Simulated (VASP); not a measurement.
The system is Ni.

```xyz
1
Lattice="0.0000 1.7855 1.7855 1.7855 0.0000 1.7855 1.7855 1.7855 0.0000" Properties=species:S:1:pos:R:3 pbc="T T T"
Ni    0.0000    0.0000    0.0000
```

Base run:

- Program: VASP 6.6.1
- Functional: PBE
- Potentials or basis: VASP PAW PBE potentials, release 64 (Ni)
- Cutoff: 520 eV
- k mesh: 12 × 12 × 12
- Occupations: fermi-dirac, width 0.1 eV
- Spin: collinear spin, ferromagnetic start
- Starting moments: [0.98] μB
- Fixed moment: 0.98 μB

Its results: pressure -4.8 GPa; site moments Ni +0.98 μB.

Task: The run is repeated on the same cell with these changes: fixed moment from 0.98 μB to 0.49 μB; moments at the start from [0.98] to [0.49]. What comes out?

Result: Pressure -8.0 GPa; site moments Ni +0.51 μB.

Caveats: the total moment is fixed, so each spin has its own Fermi level.
